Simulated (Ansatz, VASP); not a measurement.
Two plane-wave programs on CaC2

```
Ca C
1.0
     2.05264    1.18509    3.54788
    -2.05264    1.18509    3.54788
     0.00000   -2.37018    3.54788
Ca C
1 2
Cartesian
  0.0000 0.0000 0.0000
  0.0000 0.0000 5.8850
  0.0000 0.0000 4.7586
```

Alike in both runs: task single point; functional LDA; k mesh 9 × 9 × 9; occupations gaussian, width 0.05 eV; no spin polarisation.

|  | VASP | Ansatz |
| --- | --- | --- |
| version | VASP 6.6.1 | Ansatz 0.2.0 |
| potentials or method | VASP PAW LDA potentials, release 64 (Ca_sv, C), cutoff 520 eV | scalar-relativistic, plane waves, PAW |
| valence electrons in the cell | 18 | 18 |

```tsv
	VASP	Ansatz	Ansatz less VASP
gap on the k mesh at the Fermi level (eV)	2.66	2.67	+0.014
least direct gap on the mesh (eV)	3.93	3.94	+0.008
pressure (GPa)	11.0	10.4	-0.56
traceless stress, the component that is largest in VASP (GPa)	40.59	39.88	-0.708
rms of the force components (eV/Å)	6.992	6.839	-0.1530
```

LDA's correlation is that of Perdew and Zunger in VASP and of Perdew and Wang (1992) in Ansatz. Atom by atom the forces differ by 0.153 eV/Å (rms over components).
